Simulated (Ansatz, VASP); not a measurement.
## Al: VASP beside Ansatz

```
CELL_PARAMETERS angstrom
2.89004 0.00000 0.01345
0.00000 3.94746 0.00000
-0.01318 0.00000 2.88919
ATOMIC_POSITIONS crystal
Al 0.24999 0.75000 0.75000
Al 0.75001 0.25000 0.25000
```

Alike in both runs: functional PBE; k mesh 14 × 10 × 14; occupations gaussian, width 0.1 eV; no spin polarisation.

Ansatz relaxed the structure, and its values are those at the end. VASP's run is a single point on that final structure, the one shown.

```csv
,VASP,Ansatz
version,VASP 6.6.1,Ansatz 0.2.0
potentials or method,"VASP PAW PBE potentials, release 64 (Al), cutoff 520 eV","scalar-relativistic, plane waves, PAW"
valence electrons in the cell,6,6
```

|  | VASP | Ansatz | Ansatz less VASP |
| --- | --- | --- | --- |
| gap on the k mesh at the Fermi level (eV) | none | none | - |
| pressure (GPa) | 0.0 | 0.0 | +0.04 |

A gap of «none» marks a metal or a gap that the smearing closes. Ansatz's warnings: near symmetry operations not taken.
